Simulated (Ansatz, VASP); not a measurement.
## ZnCu4: VASP beside Ansatz

INCAR

```
PREC = Accurate
ENCUT = 520
EDIFF = 1E-6
ISMEAR = -1
SIGMA = 0.1
LREAL = F
LASPH = T
NELM = 100
ALGO = Normal
ISIF = 2
LWAVE = F
LCHARG = T
LDIPOL = T
IDIPOL = 3
DIPOL = 0.5 0.5 0.500
GGA = PE
LELF = T
LVHAR = T
LVACPOTAV = T
NBANDS = 36
```

Contents of KPOINTS:

```
Automatic mesh
0
Gamma
  15 15 1
```

Contents of POSCAR:

```
ZnCu4
1.0
    2.5665139635      0.0000000000      0.0000000000
   -1.2832569818      2.2226662916      0.0000000000
    0.0000000000      0.0000000000     24.3822000000
Zn Cu
1 4
Direct
    0.8333333333      0.1666666667      0.3289492305
    0.1666666667      0.8333333333      0.4141867610
    0.5000000000      0.5000000000      0.4999999962
    0.8333333333      0.1666666667      0.5858132363
    0.1666666667      0.8333333333      0.6710507761
```

Input for Ansatz:

```yaml
crystal:
  lattice:
    - [2.5665139635, 0.0, 0.0]
    - [-1.2832569818, 2.2226662916, 0.0]
    - [0.0, 0.0, 24.3822]
  atoms:
    - { symbol: Zn, position: [0.8333333333, 0.1666666667, 0.3289492305] }
    - { symbol: Cu, position: [0.1666666667, 0.8333333333, 0.414186761] }
    - { symbol: Cu, position: [0.5, 0.5, 0.4999999962] }
    - { symbol: Cu, position: [0.8333333333, 0.1666666667, 0.5858132363] }
    - { symbol: Cu, position: [0.1666666667, 0.8333333333, 0.6710507761] }
kpoints:
  mp_grid: { grid: [15, 15, 1] }
scf:
  occupations: { method: fermi_dirac, width: 0.1 }
hamiltonian:
  xc: pbe
  pseudopotentials: { kind: all_electron, lapw: { basis_error: 0.001 } }
output:
  forces: true
  stress: true
  eigenvalues: true
efield:
  axis: 3
  amplitude: 0
  dipole_correction: true
```

Alike in both runs: task single point; functional PBE; k mesh 15 × 15 × 1; occupations fermi-dirac, width 0.1 eV; no spin polarisation.

|  | VASP | Ansatz |
| --- | --- | --- |
| version | VASP 6.6.1 | Ansatz 0.2.0 |
| potentials or method | VASP PAW PBE potentials, release 64 (Zn, Cu), cutoff 520 eV | all-electron LAPW, scalar-relativistic |

```csv
,VASP,Ansatz,Ansatz less VASP
rms of the force components (eV/Å),0.226,0.219,-0.0073
```

Atom by atom the forces differ by 0.009 eV/Å (rms over components). Ansatz ran all-electron here, and VASP with PAW potentials.
